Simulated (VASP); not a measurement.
**HgTe: single point with r2SCAN**

The system is HgTe.

```
Hg Te
1.0
     0.00000    3.22350    3.22350
     3.22350    0.00000    3.22350
     3.22350    3.22350    0.00000
Hg Te
1 1
Direct
  0.99328 0.99328 0.99328
  0.75000 0.75000 0.75000
```

This cell differs from its parent crystal: all Hg atoms moved +0.075 Å, as atom 1 towards its neighbour atom 2 (Te) at 2.792 Å.

```
Program             : VASP 6.6.1
Task                : single point
Functional          : r2SCAN
Potentials or basis : VASP PAW PBE potentials, release 64 (Hg, Te)
Cutoff              : 520 eV
k mesh              : 14 × 14 × 14
Occupations         : gaussian, width 0.15 eV
Spin                : no spin polarisation
```

```
Pressure               : 2.9 GPa
Largest force          : 0.353 eV/Å
Band gap on the k mesh : zero (filled and empty bands touch)
```

Forces on the atoms (eV/Å):
```
Hg   0.204  0.204  0.204
Te  -0.204 -0.204 -0.204
```

Stress tensor (GPa, compression positive):
```
2.88 0.76 0.76
0.76 2.88 0.76
0.76 0.76 2.88
```

Levels at points of the mesh, in eV from the Fermi level:
```tsv
k point	band 7	band 8	band 9	band 10	band 11	band 12
(0.00, 0.00, 0.00)	-0.56	-0.16	-0.12	-0.12	4.37	4.37
(0.50, 0.00, 0.00)	-5.79	-1.26	-1.06	0.77	5.02	5.38
(0.50, 0.50, 0.50)	-6.02	-1.25	-1.25	0.97	5.28	5.28
(0.50, 0.50, 0.00)	-5.77	-2.54	-2.53	1.93	2.58	8.61
```

It took 14 min on 1 thread of Oxide Virtual Turin-like Processor, with other jobs on the host, peak memory 0.43 GiB.

Caveat: the cell differs from its parent crystal (all Hg atoms moved +0.075 Å, as atom 1 towards its neighbour atom 2 (Te) at 2.792 Å); semilocal functionals underestimate gaps, and a narrow one can read as zero; the PAW data sets were made with another functional, which shifts forces and pressure a little; spin-orbit coupling is left out, which moves the levels of the heavy elements.
